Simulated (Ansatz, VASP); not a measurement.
# NaLiCl2: VASP beside Ansatz

```
CELL_PARAMETERS angstrom
1.87325 1.08152 6.18648
-1.87325 1.08152 6.18648
0.00000 -2.16305 6.18648
ATOMIC_POSITIONS crystal
Li 0.00000 0.00000 0.00000
Na 0.50000 0.50000 0.50000
Cl 0.25723 0.25723 0.25723
Cl 0.74277 0.74277 0.74277
```

Alike in both runs: task single point; functional PBE; k mesh 6 × 6 × 6; no spin polarisation.

|  | VASP | Ansatz |
| --- | --- | --- |
| version | VASP 6.6.1 | Ansatz 0.2.0 |
| potentials or method | VASP PAW PBE potentials, release 64 (Li_sv, Na_pv, Cl) | plane waves, PAW |
| plane-wave cutoff (eV) | 520 | 420 |
| occupations | gaussian, width 0.01 eV | fixed |
| valence electrons in the cell | 24 | 26 |

|  | VASP | Ansatz | Ansatz less VASP |
| --- | --- | --- | --- |
| gap on the k mesh at the Fermi level (eV) | 5.73 | 5.73 | -0.005 |
| rms of the force components (eV/Å) | 0.013 | 0.011 | -0.0020 |

Atom by atom the forces differ by 0.002 eV/Å (rms over components). VASP's potentials hold 24 valence electrons a cell and Ansatz's 26, so a difference there can come from the potentials and not from the codes.

Noted on VASP's run: the cutoff is short for stress, so the pressure is rough.
